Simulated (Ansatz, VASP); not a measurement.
**One calculation of TaN, two programs**

INCAR

```
SYSTEM = TaN
PREC = Accurate ; ENCUT = 520
EDIFF = 1E-7 ; ISMEAR = 0
SIGMA = 0.15 ; LREAL = .False.
LASPH = .True. ; NELM = 100
ALGO = Normal ; ISIF = 2
LWAVE = .False. ; LCHARG = .False.
GGA = PE ; NBANDS = 15
```

The input KPOINTS:

```
Automatic mesh
0
Gamma
  18 18 18
  0 0 0
```

The input POSCAR:

```
TaN
1.0
    0.0000000000      2.1565528357      2.3112310993
    2.1565528357      0.0000000000      2.3112310993
    2.1565528357      2.1565528357      0.0000000000
Ta N
1 1
Direct
    0.4984171920      0.5015828080      0.5015828080
    0.0204473300     -0.0204473300     -0.0204473300
```

Input for Ansatz:

```yaml
crystal:
  lattice:
    - [0.0, 2.1565528357, 2.3112310993]
    - [2.1565528357, 0.0, 2.3112310993]
    - [2.1565528357, 2.1565528357, 0.0]
  atoms:
    - { symbol: Ta, position: [0.498417192, 0.501582808, 0.501582808] }
    - { symbol: "N", position: [0.02044733, -0.02044733, -0.02044733] }
basis:
  ecutwfc: 520.0
kpoints:
  mp_grid: { grid: [18, 18, 18] }
hamiltonian:
  xc: pbe
  pseudopotentials: { kind: paw, azcp: { folder: soft_1 } }
scf:
  occupations: { method: gaussian, width: 0.15 }
output:
  forces: true
  stress: true
  eigenvalues: true
```

Change from the starting cell: mode 4 frozen in at -0.090 Å, strain +e along z and -e/2 along x and y +0.0467.

Alike in both runs: task single point; functional PBE; k mesh 18 × 18 × 18; occupations gaussian, width 0.15 eV; no spin polarisation.

|  | VASP | Ansatz |
| --- | --- | --- |
| version | VASP 6.6.1 | Ansatz 0.2.0 |
| potentials or method | VASP PAW PBE potentials, release 64 (Ta_pv, N), cutoff 520 eV | scalar-relativistic, plane waves, PAW |
| valence electrons in the cell | 16 | 18 |

|  | VASP | Ansatz | Ansatz less VASP |
| --- | --- | --- | --- |
| gap on the k mesh at the Fermi level (eV) | none | none | - |
| pressure (GPa) | 7.3 | 6.3 | -1.06 |
| traceless stress, the component that is largest in VASP (GPa) | -21.20 | -20.94 | +0.267 |
| rms of the force components (eV/Å) | 0.629 | 0.624 | -0.0050 |

Atom by atom the forces differ by 0.005 eV/Å (rms over components). A gap of «none» marks a metal or a gap that the smearing closes. With one functional, cell and mesh, what is left measures potentials, basis and numerics. VASP's potentials hold 16 valence electrons a cell and Ansatz's 18, so a difference there can come from the potentials and not from the codes.

Spin-orbit coupling is off throughout.
